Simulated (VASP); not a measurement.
Write the native input for VASP 6.6.1 that does the following.

* Task: single point
* Functional: PBE
* Potentials or basis: VASP PAW PBE potentials, release 64 (Hf_pv, B)
* Cutoff: 520 eV
* k mesh: 13 × 13 × 10
* Occupations: methfessel-paxton, width 0.1 eV
* Spin: no spin polarisation
* Dipole correction: no
* Further INCAR settings: ALGO = Normal; EDIFF = 1e-06; NBANDS = 15

The structure of HfB2 lies in POSCAR:

```
HfB2
1.0
    3.1400000000      0.0785000000      0.0000000000
   -1.5020170000      2.6800700000      0.0000000000
    0.0000000000      0.0000000000      3.4800000000
Hf B
1 2
Direct
    0.0000000000      0.0000000000      0.0000000000
    0.3333333333      0.6666666667      0.5000000000
    0.6666666667      0.3333333333      0.5000000000
```

The input as run:

INCAR

```
SYSTEM = HfB2
PREC = Accurate
ENCUT = 520
EDIFF = 1E-6
ISMEAR = 1
SIGMA = 0.1
LREAL = .False.
LASPH = .True.
NELM = 80
ALGO = Normal
ISIF = 2
LWAVE = .False.
LCHARG = .False.
GGA = PE
NBANDS = 15
```

KPOINTS

```
regular mesh
0
Gamma
  13 13 10
  0 0 0
```

Potentials or basis: VASP PAW PBE potentials, release 64 (Hf_pv, B).

Run with:

```sh
$ cat potpaw_PBE.64/Hf_pv/POTCAR potpaw_PBE.64/B/POTCAR > POTCAR
$ mpirun -np 1 vasp_std > vasp.out
```

Results of the run:

```
Pressure               : 1.6 GPa
Largest force          : 0.070 eV/Å
Band gap on the k mesh : zero (band 8 reaches 8.40 eV, above the bottom of band 9 at 7.23 eV)
```

Caveat: spin-orbit coupling is left out, which moves the levels of the heavy elements.

Wall time 88 s on 1 thread of Intel Xeon 6975P-C, on a shared host, peak memory 0.34 GiB.
